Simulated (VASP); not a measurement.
# MnSb (F-43m) in VASP: single point with r2SCAN+U

Aim: the single point of MnSb with r2SCAN+U.

Program: VASP 6.6.1. These are calculated values, not measurements. Logs are shortened: lines on timing, memory, paths and dates and some standing lists are left out, and cuts for length are marked.

## 1. The cell of the first run

It takes space group F-43m (No. 216, cubic). Conventional cell: a = 6.201 Å, b = 6.201 Å, c = 6.201 Å, α = 90.00°, β = 90.00°, γ = 90.00°. Mn (site symmetry -43m) has 4 Sb at 2.68 Å within 3.5 Å. Within 3.5 Å of Sb (site symmetry -43m) lie 4 Mn at 2.68 Å.

## 2. Single point, r2SCAN+U, collinear spin, ferromagnetic start

Contents of POSCAR:

```
MnSb
1.0
    0.0000000000      3.1002856324      3.1002856324
    3.1002856324      0.0000000000      3.1002856324
    3.1002856324      3.1002856324      0.0000000000
Mn Sb
1 1
Direct
    0.0000000000      0.0000000000      0.0000000000
    0.2500000000      0.2500000000      0.2500000000
```

Contents of INCAR.step1:

```
SYSTEM = MnSb
PREC = Accurate
ENCUT = 520
ISMEAR = 0
SIGMA = 0.05
LREAL = .False.
LASPH = .True.
NELM = 150
ISPIN = 2
MAGMOM = 3.5 0
LMAXMIX = 4
LDAU = .True.
LDAUTYPE = 2
LDAUL = 2 -1
LDAUU = 2 0
LDAUJ = 0 0
NBANDS = 20
GGA = PE
ALGO = Normal
EDIFF = 1E-4
LWAVE = .True.
LCHARG = .False.
```

Contents of INCAR.step2:

```
SYSTEM = MnSb
PREC = Accurate
ENCUT = 520
EDIFF = 1E-7
ISMEAR = 0
SIGMA = 0.05
LREAL = .False.
LASPH = .True.
NELM = 150
ALGO = Normal
ISIF = 2
LWAVE = .False.
LCHARG = .False.
ISPIN = 2
MAGMOM = 3.5 0
LORBIT = 11
LMAXMIX = 4
LDAU = .True.
LDAUTYPE = 2
LDAUL = 2 -1
LDAUU = 2 0
LDAUJ = 0 0
LDAUPRINT = 1
METAGGA = R2SCAN
LMIXTAU = .True.
NBANDS = 20
ISTART = 1
```

Contents of KPOINTS:

```
Automatic mesh
0
Gamma
  10 10 10
  0 0 0
```

Potentials or basis: VASP PAW PBE potentials, release 64 (Mn_pv, Sb).

Command:

```console
cat potpaw_PBE.64/Mn_pv/POTCAR potpaw_PBE.64/Sb/POTCAR > POTCAR
cp INCAR.step1 INCAR
mpirun -np 1 vasp_std > vasp.out
cp INCAR.step2 INCAR
mpirun -np 1 vasp_std > vasp.out
```

OUTCAR:

```text
SYSTEM = MnSb
   PREC = Accurate
   ENCUT = 520
   EDIFF = 1E-7
   ISMEAR = 0
   LREAL = .False.
   LASPH = .True.
   NELM = 150
   ISIF = 2
   ISPIN = 2
   LORBIT = 11
   METAGGA = R2SCAN
   ISTART = 1

 ion  position               nearest neighbor table
   1  0.000  0.000  0.000-   2 2.68   2 2.68   2 2.68   2 2.68
   2  0.250  0.250  0.250-   1 2.68   1 2.68   1 2.68   1 2.68

  LATTYP: Found a face centered cubic cell.
 ALAT       =     6.2005712648

  Lattice vectors:

 A1 = (   0.0000000000,   3.1002856324,   3.1002856324)
 A2 = (   3.1002856324,   0.0000000000,   3.1002856324)
 A3 = (   3.1002856324,   3.1002856324,   0.0000000000)

Analysis of symmetry for initial positions (statically):
=====================================================================
 Subroutine PRICEL returns:
 Original cell was already a primitive cell.

 Routine SETGRP: Setting up the symmetry group for a
 face centered cubic supercell.

 Subroutine GETGRP returns: Found 24 space group operations
 (whereof 24 operations were pure point group operations)
 out of a pool of 48 trial point group operations.

The static configuration has the point symmetry T_d .

Analysis of symmetry for dynamics (positions and initial velocities):
=====================================================================
 Subroutine PRICEL returns:
 Original cell was already a primitive cell.

 Routine SETGRP: Setting up the symmetry group for a
 face centered cubic supercell.

 Subroutine GETGRP returns: Found 24 space group operations
 (whereof 24 operations were pure point group operations)
 out of a pool of 48 trial point group operations.

The dynamic configuration has the point symmetry T_d .

Analysis of structural, dynamic, and magnetic symmetry:
=====================================================================
 Subroutine PRICEL returns:
 Original cell was already a primitive cell.

 Routine SETGRP: Setting up the symmetry group for a
 face centered cubic supercell.

[... 166 lines left out ...]

 occupancies and eigenvectors

  o =  0.0231  v =  0.0000  0.0000  0.0000  0.0000  0.0000  0.0000 -0.0000  0.0127  0.0000  0.9999      0.0000  0.0000  0.0000  0.0000  0.0000  0.0000  0.0000  0.0000  0.0000  0.0000
  o =  0.0231  v =  0.0000  0.0000  0.0000  0.0000  0.0000  0.0000 -0.0000 -0.9999  0.0000  0.0127      0.0000  0.0000  0.0000  0.0000  0.0000  0.0000  0.0000  0.0000  0.0000  0.0000
  o =  0.0916  v =  0.0000  0.0000  0.0000  0.0000  0.0000  0.0000 -0.9999  0.0000 -0.0110 -0.0000      0.0000  0.0000  0.0000  0.0000  0.0000  0.0000  0.0000  0.0000  0.0000  0.0000
  o =  0.0916  v =  0.0000  0.0000  0.0000  0.0000  0.0000  0.0000 -0.0110  0.0000  0.9999 -0.0000      0.0000  0.0000  0.0000  0.0000  0.0000  0.0000  0.0000  0.0000  0.0000  0.0000
  o =  0.0916  v =  0.0000  0.0000  0.0000  0.0000  0.0000  1.0000  0.0000  0.0000  0.0000  0.0000      0.0000  0.0000  0.0000  0.0000  0.0000  0.0000  0.0000  0.0000  0.0000  0.0000
  o =  0.9026  v =  1.0000  0.0000  0.0000  0.0000  0.0000  0.0000  0.0000  0.0000  0.0000  0.0000      0.0000  0.0000  0.0000  0.0000  0.0000  0.0000  0.0000  0.0000  0.0000  0.0000
  o =  0.9026  v =  0.0000  0.9955 -0.0000  0.0943  0.0000  0.0000  0.0000  0.0000  0.0000  0.0000      0.0000  0.0000  0.0000  0.0000  0.0000  0.0000  0.0000  0.0000  0.0000  0.0000
  o =  0.9026  v =  0.0000  0.0943  0.0000 -0.9955  0.0000  0.0000  0.0000  0.0000  0.0000  0.0000      0.0000  0.0000  0.0000  0.0000  0.0000  0.0000  0.0000  0.0000  0.0000  0.0000
  o =  0.9198  v =  0.0000 -0.0000 -0.9982 -0.0000 -0.0605  0.0000  0.0000  0.0000  0.0000  0.0000      0.0000  0.0000  0.0000  0.0000  0.0000  0.0000  0.0000  0.0000  0.0000  0.0000
  o =  0.9198  v =  0.0000 -0.0000 -0.0605  0.0000  0.9982  0.0000  0.0000  0.0000  0.0000  0.0000      0.0000  0.0000  0.0000  0.0000  0.0000  0.0000  0.0000  0.0000  0.0000  0.0000

 number of electron      18.0000012 magnetization       4.0000005

 Free energy of the ion-electron system (eV)
  ---------------------------------------------------
  ext. energy  EPLUGINS =         0.00000000
  ---------------------------------------------------
  free energy    TOTEN  =       -39.56587468 eV

  energy without entropy =      -39.56492350  energy(sigma->0) =      -39.56539909

 E-fermi :   3.9392     XC(G=0):  -9.4087

 val. band max:        3.9182851822   @ k =   0.5000   0.3000   0.1000
 cond. band min:       3.9944796857   @ k =  -0.4000   0.3000   0.0000
 fundamental gap:      0.0761945035
 Fermi energy:         3.9392128363

 spin component 1

 k-point     1 :       0.0000    0.0000    0.0000
  band No.  band energies     occupation
      1     -49.0359      1.00000
      2     -49.0359      1.00000
      3     -49.0357      1.00000
      4      -5.9625      1.00000
      5      -0.7614      1.00000
      6      -0.7613      1.00000
[... 1097 lines left out ...]
     19      17.9468      0.00000
     20      19.1256      0.00000

 [... further k-points ...]
[... 5 lines left out ...]
  --------------------------------------------------------------------------------------
  -------------------------------------------------------------------------------------
  Total        0.7742559      0.7742559      0.7742559      0.0000000      0.0000000      0.0000000
  in kB       20.8142130     20.8142130     20.8142130      0.0000000      0.0000000      0.0000000
  external PRESSURE =      20.8142130 kB  Pullay stress =       0.0000000 kB

 VOLUME and BASIS-vectors are now :
 -----------------------------------------------------------------------------
  energy-cutoff  :      520.00
  volume of cell :       59.60
      direct lattice vectors                 reciprocal lattice vectors
     0.000000000  3.100285632  3.100285632    -0.161275463  0.161275463  0.161275463
     3.100285632  0.000000000  3.100285632     0.161275463 -0.161275463  0.161275463
     3.100285632  3.100285632  0.000000000     0.161275463  0.161275463 -0.161275463

 POSITION                                       TOTAL-FORCE (eV/Angst)
 -----------------------------------------------------------------------------------
      0.00000      0.00000      0.00000         0.000000      0.000000      0.000000
      1.55014      1.55014      1.55014        -0.000000     -0.000000     -0.000000
 -----------------------------------------------------------------------------------
    total drift:                                0.000016      0.000016      0.000016

  FREE ENERGIE OF THE ION-ELECTRON SYSTEM (eV)
  ---------------------------------------------------
  free  energy   TOTEN  =       -39.5658746804 eV

  energy  without entropy=      -39.5649234983  energy(sigma->0) =      -39.56539909

 total charge

# of ion       s       p       d       tot
------------------------------------------
    1        0.343   6.201   4.851  11.395
    2        1.124   1.386   0.019   2.529
--------------------------------------------------
tot          1.466   7.587   4.870  13.924

 magnetization (x)

# of ion       s       p       d       tot
------------------------------------------
    1        0.067   0.028   4.218   4.314
    2       -0.012  -0.348   0.009  -0.351
--------------------------------------------------
tot          0.055  -0.320   4.227   3.962
```

OUTCAR.step1:

```text
SYSTEM = MnSb
   PREC = Accurate
   ENCUT = 520
   ISMEAR = 0
   LREAL = .False.
   LASPH = .True.
[... 1351 lines left out ...]
      0.00000      0.00000      0.00000         0.000000      0.000000      0.000000
      1.55014      1.55014      1.55014        -0.000000     -0.000000     -0.000000
 -----------------------------------------------------------------------------------
    total drift:                                0.000000      0.000000      0.000000

  FREE ENERGIE OF THE ION-ELECTRON SYSTEM (eV)
  ---------------------------------------------------
  free  energy   TOTEN  =       -11.3542462256 eV

  energy  without entropy=      -11.3531635314  energy(sigma->0) =      -11.35370488
```

It took 3.2 min on 1 thread of Intel Xeon 6975P-C (Granite Rapids), shared host; peak memory 0.31 GiB.

What came out:

* Free energy: -39.5659 eV
* Pressure: 2.1 GPa
* Band gap on the k mesh: zero (filled and empty bands overlap)
* Net moment: 4.00 μB per cell
* Site moments: Mn +4.31; Sb -0.35 μB
* Valence electrons inside the program's atomic spheres: Mn 11.39; Sb 2.53

Eigenvalues of the final occupation matrices:
| site | spin | trace | eigenvalues |
| --- | --- | --- | --- |
| site 1 d | 1 | 4.55 | 0.90 0.90 0.90 0.92 0.92 |
| site 1 d | 2 | 0.32 | 0.02 0.02 0.09 0.09 0.09 |

Caveat: the PAW data sets were made with another functional, which shifts forces and pressure a little; spin-orbit coupling is left out, which moves the levels of the heavy elements; a cell with one magnetic atom can't hold antiferromagnetic order, which such compounds often take; the U is typed as a test and isn't derived for this compound. The state reached can hang on the start; a lower one may exist.

The gap in the log of VASP goes by the Fermi energy; the results here count the filled bands.